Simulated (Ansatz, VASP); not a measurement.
**Two plane-wave programs on CaMg2AgC6N6**

INCAR

```
PREC = Accurate
ENCUT = 520
EDIFF = 1E-6
ISMEAR = 0
SIGMA = 0.1
LREAL = Auto
LASPH = True
NELM = 150
ALGO = Normal
ISIF = 2
LWAVE = False
LCHARG = False
ISPIN = 2
MAGMOM = 0 0 0 1 0 0 0 0 0 0 0 0 0 0 0 0
LORBIT = 11
LMAXMIX = 4
GGA = PE
NBANDS = 58
```

File KPOINTS:

```
Automatic mesh
0
Gamma
  4 4 4
```

Contents of POSCAR:

```
CaMg2AgC6N6
1.0
    0.0000000000      5.3960000000      5.3960000000
    5.3960000000      0.0000000000      5.3960000000
    5.3960000000      5.3960000000      0.0000000000
Ca Mg Ag C N
1 2 1 6 6
Direct
    0.0000000000      0.0000000000      0.0000000000
    0.2500000000      0.2500000000      0.2500000000
    0.7500000000      0.7500000000      0.7500000000
    0.5000000000      0.5000000000      0.5000000000
    0.8048554500      0.1951445500      0.1951445500
    0.1951445500      0.8048554500      0.1951445500
    0.1951445500      0.1951445500      0.8048554500
    0.1951445500      0.8048554500      0.8048554500
    0.8048554500      0.1951445500      0.8048554500
    0.8048554500      0.8048554500      0.1951445500
    0.6964418100      0.3035581900      0.3035581900
    0.3035581900      0.6964418100      0.3035581900
    0.3035581900      0.3035581900      0.6964418100
    0.3035581900      0.6964418100      0.6964418100
    0.6964418100      0.3035581900      0.6964418100
    0.6964418100      0.6964418100      0.3035581900
```

Input for Ansatz:

```yaml
crystal:
  lattice:
    - [0.0, 5.396, 5.396]
    - [5.396, 0.0, 5.396]
    - [5.396, 5.396, 0.0]
  atoms:
    - { symbol: Ca, position: [0.0, 0.0, 0.0] }
    - { symbol: Mg, position: [0.25, 0.25, 0.25] }
    - { symbol: Mg, position: [0.75, 0.75, 0.75] }
    - { symbol: Ag, position: [0.5, 0.5, 0.5], spin: 1.0 }
    - { symbol: C, position: [0.80485545, 0.19514455, 0.19514455] }
    - { symbol: C, position: [0.19514455, 0.80485545, 0.19514455] }
    - { symbol: C, position: [0.19514455, 0.19514455, 0.80485545] }
    - { symbol: C, position: [0.19514455, 0.80485545, 0.80485545] }
    - { symbol: C, position: [0.80485545, 0.19514455, 0.80485545] }
    - { symbol: C, position: [0.80485545, 0.80485545, 0.19514455] }
    - { symbol: "N", position: [0.69644181, 0.30355819, 0.30355819] }
    - { symbol: "N", position: [0.30355819, 0.69644181, 0.30355819] }
    - { symbol: "N", position: [0.30355819, 0.30355819, 0.69644181] }
    - { symbol: "N", position: [0.30355819, 0.69644181, 0.69644181] }
    - { symbol: "N", position: [0.69644181, 0.30355819, 0.69644181] }
    - { symbol: "N", position: [0.69644181, 0.69644181, 0.30355819] }
basis:
  ecutwfc: 420
kpoints:
  mp_grid: { grid: [4, 4, 4] }
hamiltonian:
  xc: pbe
scf:
  occupations: { method: gaussian, width: 0.1 }
  lower_state_search: "off"
output:
  forces: true
  stress: true
  eigenvalues: true
  populations: true
magnetization:
  spin_polarized: true
```

Alike in both runs: task single point; functional PBE; k mesh 4 × 4 × 4; occupations gaussian, width 0.1 eV; collinear spin.

|  | VASP | Ansatz |
| --- | --- | --- |
| version | VASP 6.6.1 | Ansatz 0.2.0 |
| potentials or method | VASP PAW PBE potentials, release 64 (Ca_sv, Mg, Ag, C, N), cutoff 520 eV | scalar-relativistic, plane waves, PAW |
| valence electrons in the cell | 79 | 103 |

|  | VASP | Ansatz | Ansatz less VASP |
| --- | --- | --- | --- |
| gap on the k mesh at the Fermi level (eV) | none | none | - |
| pressure (GPa) | 14.1 | 13.6 | -0.55 |
| rms of the force components (eV/Å) | 1.232 | 1.401 | +0.1696 |
| net moment per atom (μB) | 0.11 | 0.19 | +0.075 |
| size of the moment on the site where the two differ most (μB) | 0.01 | 0.59 | +0.576 |

Site moments also hang on the region over which each program counts them. Atom by atom the forces differ by 0.196 eV/Å (rms over components). A gap of «none» marks a metal or a gap that the smearing closes. VASP's potentials hold 79 valence electrons a cell and Ansatz's 103, so a difference there can come from the potentials and not from the codes.

Noted on VASP's run: the standard files for N, O and F lose accuracy on very short bonds.
